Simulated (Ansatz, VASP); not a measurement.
CdTe in VASP and in Ansatz

POSCAR

```
CdTe
1.0
    0.0000000000      3.1487569115      3.4485483050
    3.1487569115      0.0000000000      3.4485483050
    3.1487569115      3.1487569115      0.0000000000
Cd Te
1 1
Direct
    0.0000000000      0.0000000000      0.0000000000
    0.2500000000      0.2500000000      0.2500000000
```

File INCAR.step1:

```
SYSTEM = CdTe
PREC = Accurate ; ENCUT = 520
ISMEAR = 0 ; SIGMA = 0.01
LREAL = .False. ; LASPH = .True.
NELM = 60 ; NBANDS = 16
GGA = PE ; ALGO = Normal
EDIFF = 1E-4 ; LWAVE = .True.
LCHARG = .False.
```

INCAR.step2

```
SYSTEM = CdTe
PREC = Accurate ; ENCUT = 520
EDIFF = 1E-7 ; ISMEAR = 0
SIGMA = 0.01 ; LREAL = .False.
LASPH = .True. ; NELM = 60
ALGO = Normal ; ISIF = 2
LWAVE = .False. ; LCHARG = .True.
METAGGA = R2SCAN ; LMIXTAU = .True.
LELF = .True. ; LVHAR = .True.
NBANDS = 16 ; ISTART = 1
```

The input KPOINTS:

```
regular mesh
0
Gamma
  6 6 6
  0 0 0
```

Input for Ansatz:

```yaml
crystal:
  lattice:
    - [0.0, 3.1487569115, 3.448548305]
    - [3.1487569115, 0.0, 3.448548305]
    - [3.1487569115, 3.1487569115, 0.0]
  atoms:
    - { symbol: Cd, position: [0.0, 0.0, 0.0] }
    - { symbol: Te, position: [0.25, 0.25, 0.25] }
kpoints:
  mp_grid: { grid: [6, 6, 6] }
  band_path:
    path:
      - [0.0, 0.0, 0.0]
      - [-0.5, -0.5, 0.0]
      - [-0.375, -0.375, 0.25]
      - [-0.375, 0.0, 0.375]
      - [0.0, 0.0, 0.5]
      - [-0.5, -0.25, 0.25]
    npoints: 1
hamiltonian:
  xc: r2scan
scf:
  occupations: { method: fixed }
  n_extra_bands: 4
output:
  forces: true
  stress: true
  eigenvalues: true
  write_density: true
  write_potential: true
  elf: true
  volumetric_format: npy
```

Change from the starting cell: epitaxial_xy strain -4.0%.

Alike in both runs: task single point; functional r2SCAN; k mesh 6 × 6 × 6; no spin polarisation.

```csv
,VASP,Ansatz
version,VASP 6.6.1,Ansatz 0.2.0
potentials or method,"VASP PAW PBE potentials, release 64 (Cd, Te)","plane waves, PAW"
plane-wave cutoff (eV),520,500
occupations,"gaussian, width 0.01 eV",fixed
valence electrons in the cell,18,36
```

|  | VASP | Ansatz | Ansatz less VASP |
| --- | --- | --- | --- |
| gap on the k mesh at the Fermi level (eV) | 1.10 | 1.11 | +0.007 |
| pressure (GPa) | 1.3 | 1.2 | -0.11 |
| traceless stress, the component that is largest in VASP (GPa) | -1.19 | -1.19 | +0.003 |

VASP's potentials were made for PBE, not for r2SCAN. VASP's potentials hold 18 valence electrons a cell and Ansatz's 36, so a difference there can come from the potentials and not from the codes.

Neither program's run includes spin-orbit coupling.
